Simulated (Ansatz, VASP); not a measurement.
**Nb in VASP and in Ansatz**

```xyz
1
Lattice="-1.6640 1.6640 1.6640 1.6640 -1.6640 1.6640 1.6640 1.6640 -1.6640" Properties=species:S:1:pos:R:3 pbc="T T T"
Nb    0.0000    0.0000    0.0000
```

Alike in both runs: task relaxation of cell and atoms; functional r2SCAN; k mesh 24 × 24 × 24; occupations fermi-dirac, width 0.08 eV; no spin polarisation.

|  | VASP | Ansatz |
| --- | --- | --- |
| version | VASP 6.6.1 | Ansatz 0.2.0 |
| potentials or method | VASP PAW PBE potentials, release 64 (Nb_sv) | PAW with Ansatz's default frozen-core files, scalar-relativistic |
| plane-wave cutoff (eV) | 550 | 500 |
| valence electrons in the cell | 13 | 13 |

Ansatz gave:

| Quantity | Value |
| --- | --- |
| relaxed volume (Å³/atom) | 18.03 |
| relaxed cell length with the largest relative difference (Å) | 2.861 |

Q: What did VASP give for the same quantities?

A: Relaxed volume (Å³/atom): 18.02; relaxed cell length with the largest relative difference (Å): 2.860.

VASP's potentials were made for PBE, not for r2SCAN.
